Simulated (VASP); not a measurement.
Set up this calculation in VASP 6.6.1, as the native input.

```
Task                   : single point
Functional             : r2SCAN
Potentials or basis    : VASP PAW PBE potentials, release 64 (Pb_d, S)
Cutoff                 : 520 eV
k mesh                 : 6 × 6 × 6
Occupations            : fermi-dirac, width 0.02 eV
Spin                   : no spin polarisation
Dipole correction      : no
Further INCAR settings : ALGO = Normal; EDIFF = 1e-07; NBANDS = 17
```

PbS:

```
Pb S
1.0
     3.59841    0.00000    0.00000
     0.00000    3.59841    0.00000
     0.00000    0.00000    3.59841
Pb S
1 1
Direct
  0.00000 0.00000 0.00000
  0.50000 0.50000 0.50000
```

This cell differs from its parent crystal: volume changed by -3%.

These files were run (other wordings do the same):

POSCAR

```
PbS
1.0
    3.5984109986      0.0000000000      0.0000000000
    0.0000000000      3.5984109986      0.0000000000
    0.0000000000      0.0000000000      3.5984109986
Pb S
1 1
Direct
    0.0000000000      0.0000000000      0.0000000000
    0.5000000000      0.5000000000      0.5000000000
```

INCAR.step1

```
ALGO     = Normal         # electronic algorithm
EDIFF    = 1E-4           # SCF threshold, eV
ENCUT    = 520            # plane-wave cutoff, eV
GGA      = PE             # functional
ISMEAR   = -1             # smearing method
LASPH    = T              # aspherical terms in the spheres
LCHARG   = F              # write CHGCAR
LREAL    = F              # projectors in reciprocal space
LWAVE    = T              # write WAVECAR
NBANDS   = 17             # bands
NELM     = 100            # most SCF steps
PREC     = Accurate       # precision mode
SIGMA    = 0.02           # smearing width, eV
```

INCAR.step2

```
ALGO     = Normal         # electronic algorithm
EDIFF    = 1E-7           # SCF threshold, eV
ENCUT    = 520            # plane-wave cutoff, eV
ISIF     = 2              # what is computed and relaxed
ISMEAR   = -1             # smearing method
ISTART   = 1            
LASPH    = T              # aspherical terms in the spheres
LCHARG   = F              # write CHGCAR
LMIXTAU  = T            
LREAL    = F              # projectors in reciprocal space
LWAVE    = F              # write WAVECAR
METAGGA  = R2SCAN         # meta-GGA
NBANDS   = 17             # bands
NELM     = 100            # most SCF steps
PREC     = Accurate       # precision mode
SIGMA    = 0.02           # smearing width, eV
```

KPOINTS

```
k-points
0
Gamma
  6 6 6
```

Potentials or basis: VASP PAW PBE potentials, release 64 (Pb_d, S).

Command:

```console
$ cat potpaw_PBE.64/Pb_d/POTCAR potpaw_PBE.64/S/POTCAR > POTCAR
$ cp INCAR.step1 INCAR
$ mpirun -np 1 vasp_std > vasp.out
$ cp INCAR.step2 INCAR
$ mpirun -np 1 vasp_std > vasp.out
```

It gave:

```
Pressure               : 2.1 GPa
Band gap on the k mesh : zero (band 10 reaches 6.56 eV, above the bottom of band 11 at 6.14 eV)
```

Caveat: the PAW data sets were made with another functional, which shifts forces and pressure a little; spin-orbit coupling is left out, which moves the levels of the heavy elements.

It took 94 s on 1 thread of Intel Xeon 8259CL, on a shared host, peak memory 0.17 GiB.
